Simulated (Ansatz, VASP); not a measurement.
# Na: VASP beside Ansatz

```
CELL_PARAMETERS angstrom
3.76700 -0.02825 -0.02825
-1.90797 3.27644 -0.01034
-0.04616 -0.04616 6.15400
ATOMIC_POSITIONS crystal
Na 0.33333 0.66667 0.25000
Na 0.66667 0.33333 0.75000
```

Change from the starting cell: equal xy, yz and zx shear strains of -1.5 %, PAW files.

Alike in both runs: task electric field gradients; functional PBE; k mesh 13 × 13 × 7; occupations fermi-dirac, width 0.05 eV; no spin polarisation.

|  | VASP | Ansatz |
| --- | --- | --- |
| version | VASP 6.6.1 | Ansatz 0.2.0 |
| potentials or method | VASP PAW PBE potentials, release 64 (Na_pv) | PAW with Ansatz's default frozen-core files, scalar-relativistic |
| plane-wave cutoff (eV) | 400 | 420 |
| valence electrons in the cell | 14 | 18 |

VASP gave:

```
pressure (GPa)                                                : -0.3
traceless stress, the component that is largest in VASP (GPa) : 0.07
rms of the force components (eV/Å)                            : 0.004
size of Vzz on the site where it differs most (V/Å²)          : 0.2
```

Problem. Which values does Ansatz return?

Solution. Pressure (GPa): -0.1; traceless stress, the component that is largest in VASP (GPa): 0.08; rms of the force components (eV/Å): 0.003; size of Vzz on the site where it differs most (V/Å²): 0.2.

Atom by atom the forces differ by 0.000 eV/Å (rms over components). With one functional, cell and mesh, what is left measures potentials, basis and numerics. VASP's potentials hold 14 valence electrons a cell and Ansatz's 18, so a difference there can come from the potentials and not from the codes.
